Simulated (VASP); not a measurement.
# Mg3Co (Fm-3m) in VASP: further runs, part 3 of 3

VASP 6.6.1.

## (5) Single point, PBE+D3(BJ), collinear spin, ferromagnetic start

INCAR reads:

```
PREC     = Accurate       # precision mode
ENCUT    = 520            # plane-wave cutoff, eV
EDIFF    = 1E-6           # SCF threshold, eV
ISMEAR   = -1             # smearing method
SIGMA    = 0.1            # smearing width, eV
LREAL    = F              # projectors in reciprocal space
LASPH    = T              # aspherical terms in the spheres
NELM     = 150            # most SCF steps
ALGO     = Normal         # electronic algorithm
ISIF     = 2              # what is computed and relaxed
LWAVE    = F              # write WAVECAR
LCHARG   = F              # write CHGCAR
ISPIN    = 2              # spin polarisation
MAGMOM   = 0.05 0.06 0.05 1.88 # initial moments
LORBIT   = 11             # projections on sites
NUPDOWN  = 2.2            # fixed moment
LMAXMIX  = 4              # l up to which the mixer works
GGA      = PE             # functional
IVDW     = 12             # dispersion correction
NBANDS   = 20             # bands
```

KPOINTS reads:

```
Automatic mesh
0
Gamma
  7 7 7
```

POSCAR reads:

```
Mg3Co
1.0
    0.0000000000      3.2541780000      3.2541780000
    3.2541780000      0.0000000000      3.2541780000
    3.2541780000      3.2541780000      0.0000000000
Mg Co
3 1
Direct
    0.2500000000      0.2500000000      0.2500000000
    0.5000000000      0.5000000000      0.5000000000
    0.7500000000      0.7500000000      0.7500000000
    0.0000000000      0.0000000000      0.0000000000
```

Potentials or basis: VASP PAW PBE potentials, release 64 (Mg, Co).

The run is started by

```sh
> cat potpaw_PBE.64/Mg/POTCAR potpaw_PBE.64/Co/POTCAR > POTCAR
> mpirun -np 1 vasp_std > vasp.out
```

OUTCAR:

```text
PREC = Accurate
   ENCUT = 520
   EDIFF = 1E-6
   ISMEAR = -1
   LREAL = F
   LASPH = T
   NELM = 150
   ISIF = 2
   ISPIN = 2
   LORBIT = 11
   NUPDOWN = 2.2
   GGA = PE
   IVDW = 12
 IVDW          = 12

 ion  position               nearest neighbor table
   1  0.250  0.250  0.250-   4 2.82   4 2.82   4 2.82   2 2.82   4 2.82   2 2.82   2 2.82   2 2.82
                             3 3.25   3 3.25   3 3.25   3 3.25   3 3.25   3 3.25
   2  0.500  0.500  0.500-   1 2.82   1 2.82   1 2.82   1 2.82   3 2.82   3 2.82   3 2.82   3 2.82
                             4 3.25   4 3.25   4 3.25   4 3.25   4 3.25   4 3.25
   3  0.750  0.750  0.750-   2 2.82   2 2.82   2 2.82   2 2.82   4 2.82   4 2.82   4 2.82   4 2.82
                             1 3.25   1 3.25   1 3.25   1 3.25   1 3.25   1 3.25
   4  0.000  0.000  0.000-   3 2.82   3 2.82   3 2.82   1 2.82   3 2.82   1 2.82   1 2.82   1 2.82
                             2 3.25   2 3.25   2 3.25   2 3.25   2 3.25   2 3.25

  LATTYP: Found a face centered cubic cell.
 ALAT       =     6.5083560000

  Lattice vectors:

[... 1089 lines left out ...]

  FORCE on cell =-STRESS in cart. coord.  units (eV):
  Direction    XX          YY          ZZ          XY          YZ          ZX
  --------------------------------------------------------------------------------------
  -------------------------------------------------------------------------------------
  Total      -0.11983    -0.11983    -0.11983    -0.00000     0.00000     0.00000
  in kB      -2.78554    -2.78554    -2.78554    -0.00000     0.00000     0.00000
  external pressure =       -2.79 kB  Pullay stress =        0.00 kB

 VOLUME and BASIS-vectors are now :
 -----------------------------------------------------------------------------
  energy-cutoff  :      520.00
  volume of cell :       68.92
      direct lattice vectors                 reciprocal lattice vectors
     0.000000000  3.254178000  3.254178000    -0.153648633  0.153648633  0.153648633
     3.254178000  0.000000000  3.254178000     0.153648633 -0.153648633  0.153648633
     3.254178000  3.254178000  0.000000000     0.153648633  0.153648633 -0.153648633

 POSITION                                       TOTAL-FORCE (eV/Angst)
 -----------------------------------------------------------------------------------
      1.62709      1.62709      1.62709        -0.000000     -0.000000     -0.000000
      3.25418      3.25418      3.25418        -0.000000     -0.000000     -0.000000
      4.88127      4.88127      4.88127         0.000000      0.000000      0.000000
      0.00000      0.00000      0.00000        -0.000000     -0.000000     -0.000000
 -----------------------------------------------------------------------------------
    total drift:                               -0.000000      0.000000      0.000000

  FREE ENERGIE OF THE ION-ELECTRON SYSTEM (eV)
  ---------------------------------------------------
  free  energy   TOTEN  =       -11.9525792772 eV

  energy  without entropy=      -11.8141623097  energy(sigma->0) =      -11.88337079

 total charge

# of ion       s       p       d       tot
------------------------------------------
    1        0.207   0.168   0.022   0.398
    2        0.214   0.167   0.019   0.400
    3        0.207   0.168   0.022   0.398
    4        0.412   0.288   7.233   7.933
--------------------------------------------------
tot          1.041   0.792   7.296   9.129

 magnetization (x)

# of ion       s       p       d       tot
------------------------------------------
    1       -0.001   0.017   0.003   0.019
    2        0.007   0.016   0.003   0.026
    3       -0.001   0.017   0.003   0.019
    4        0.032   0.087   1.553   1.673
--------------------------------------------------
tot          0.037   0.138   1.562   1.737
```

stdout:

```text
POSCAR found type information on POSCAR MgCo
 POSCAR found :  2 types and       4 ions
 scaLAPACK will be used
 LDA part: xc-table for (Slater+PW92), standard interpolation
 POSCAR, INCAR and KPOINTS ok, starting setup
 FFT: planning ... GRIDC
 FFT: planning ... GRID_SOFT
 FFT: planning ... GRID
 WAVECAR not read
 entering main loop
```

Wall time 44 s (1 thread of Intel Xeon Platinum 8488C (Sapphire Rapids), shared host); peak memory 0.26 GiB.

Results:

```yaml
Free_energy: -11.9526 eV
Pressure: -0.3 GPa
Net_moment: 2.20 μB per cell
Site_moments: Mg +0.02, +0.03; Co +1.67 μB
Valence_electrons_inside_the_program's_atomic_spheres: Mg 0.40; Co 7.93
Dispersion_energy_per_atom: -0.343 eV
```

Caveat: the total moment is fixed, so each spin has its own Fermi level.

## (6) Single point, PBE+D3(BJ), collinear spin, ferromagnetic start

INCAR reads:

```
ALGO = Normal
EDIFF = 1E-6
ENCUT = 520
GGA = PE
ISIF = 2
ISMEAR = -1
ISPIN = 2
IVDW = 12
LASPH = True
LCHARG = False
LMAXMIX = 4
LORBIT = 11
LREAL = False
LWAVE = False
MAGMOM = 0.1 0.14 0.1 2.25
NBANDS = 20
NELM = 150
NUPDOWN = 3.0
PREC = Accurate
SIGMA = 0.1
```

KPOINTS reads:

```
k-points
0
Gamma
  7 7 7
```

POSCAR is that of step 5.

Potentials or basis: VASP PAW PBE potentials, release 64 (Mg, Co).

The run is started by

```sh
> cat potpaw_PBE.64/Mg/POTCAR potpaw_PBE.64/Co/POTCAR > POTCAR
> mpirun -np 1 vasp_std > vasp.out
```

Wall time 46 s (1 thread of Intel Xeon Platinum 8488C (Sapphire Rapids), shared host); peak memory 0.26 GiB.

The run converged. Its results:

- Free energy: -11.3494 eV
- Pressure: 1.8 GPa
- Net moment: 3.00 μB per cell
- Site moments: Mg +0.04, +0.06; Co +2.00 μB
- Valence electrons inside the program's atomic spheres: Mg 0.40, 0.41; Co 7.90
- Dispersion energy per atom: -0.343 eV

Caveat: the total moment is fixed, so each spin has its own Fermi level.

## (7) The runs side by side

| spin | fixed moment (μB) | pressure (GPa) | moment (μB) |
| --- | --- | --- | --- |
| collinear, zero start | 0.0 | -3.3 | 0.00 |
| collinear, ferrimagnetic start | 0.8 | -2.6 | 0.80 |
| collinear, ferromagnetic start | 1.5 | -1.5 | 1.50 |
| collinear, ferromagnetic start | 2.2 | -0.3 | 2.20 |
| collinear, ferromagnetic start | 3.0 | 1.8 | 3.00 |

Alike in all rows: task single point; level PBE+D3(BJ); potentials or basis VASP PAW PBE potentials, release 64 (Mg, Co); cell as given; k mesh 7 × 7 × 7; cutoff (eV) 520; smearing fermi-dirac 0.1 eV.

Caveats: the total moment is fixed, so each spin has its own Fermi level.

Total energies depend on the potentials used, so only differences within one code and one set of settings carry meaning.
